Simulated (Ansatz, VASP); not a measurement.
## Two plane-wave programs on Sn3H

Contents of INCAR:

```
SYSTEM = Sn3H
PREC     = Accurate       ! precision mode
ENCUT    = 600            ! plane-wave cutoff, eV
EDIFF    = 1E-6           ! SCF threshold, eV
ISMEAR   = 0              ! smearing method
SIGMA    = 0.1            ! smearing width, eV
LREAL    = .FALSE.        ! projectors in reciprocal space
LASPH    = .TRUE.         ! aspherical terms in the spheres
NELM     = 60             ! most SCF steps
ALGO     = Normal         ! electronic algorithm
ISIF     = 3              ! what is computed and relaxed
LWAVE    = .FALSE.        ! write WAVECAR
LCHARG   = .FALSE.        ! write CHGCAR
GGA      = PE             ! functional
IBRION   = 2              ! ionic algorithm
NSW      = 90             ! ionic steps
EDIFFG   = -0.04          ! ionic threshold
```

File KPOINTS:

```
Automatic mesh
0
G
  3 3 4
  0 0 0
```

Contents of POSCAR:

```
Sn3H
1.0
    6.2157007000      0.0000000000      0.0000000000
   -3.1078503500      5.3829547100      0.0000000000
    0.0000000000      0.0000000000      5.0436551100
Sn H
6 2
Direct
    0.1680732800      0.3361465600      0.2500000000
    0.1680732800      0.8319267200      0.2500000000
    0.6638534400      0.8319267200      0.2500000000
    0.8319267200      0.6638534400      0.7500000000
    0.8319267200      0.1680732800      0.7500000000
    0.3361465600      0.1680732800      0.7500000000
    0.3333333300      0.6666666700      0.7500000000
    0.6666666700      0.3333333300      0.2500000000
```

Input for Ansatz:

```yaml
crystal:
  lattice:
    - [6.2157007, 0.0, 0.0]
    - [-3.10785035, 5.38295471, 0.0]
    - [0.0, 0.0, 5.04365511]
  atoms:
    - { symbol: Sn, position: [0.16807328, 0.33614656, 0.25] }
    - { symbol: Sn, position: [0.16807328, 0.83192672, 0.25] }
    - { symbol: Sn, position: [0.66385344, 0.83192672, 0.25] }
    - { symbol: Sn, position: [0.83192672, 0.66385344, 0.75] }
    - { symbol: Sn, position: [0.83192672, 0.16807328, 0.75] }
    - { symbol: Sn, position: [0.33614656, 0.16807328, 0.75] }
    - { symbol: H, position: [0.33333333, 0.66666667, 0.75] }
    - { symbol: H, position: [0.66666667, 0.33333333, 0.25] }
basis:
  ecutwfc: 420
kpoints:
  mp_grid: { grid: [3, 3, 4] }
hamiltonian:
  xc: pbe
scf:
  occupations: { method: gaussian, width: 0.1 }
  lower_state_search: "off"
output:
  forces: true
  stress: true
  eigenvalues: true
relax:
  adjacent_minimum: "off"
  f_tol: 0.04
  max_steps: 70
  cell: { stress_tol: 0.4 }
```

Change from the starting cell: species swapped into the LiAg3 type (P6_3/mmc, No. 194).

Alike in both runs: task relaxation of cell and atoms; functional PBE; k mesh 3 × 3 × 4; occupations gaussian, width 0.1 eV; no spin polarisation.

|  | VASP | Ansatz |
| --- | --- | --- |
| version | VASP 6.6.1 | Ansatz 0.2.0 |
| potentials or method | VASP PAW PBE potentials, release 64 (Sn_d, H), cutoff 600 eV | scalar-relativistic, plane waves, PAW |
| valence electrons in the cell | 86 | 86 |

|  | VASP | Ansatz | Ansatz less VASP |
| --- | --- | --- | --- |
| gap on the k mesh at the Fermi level, each at its own relaxed structure (eV) | none | none | - |
| relaxed volume (Å³/atom) | 22.75 | 22.77 | +0.014 |
| relaxed cell length with the largest relative difference (Å) | 5.357 | 5.360 | +0.0023 |

A gap of «none» marks a metal or a gap that the smearing closes.

The k mesh is coarse, so the values compare programs but aren't converged.
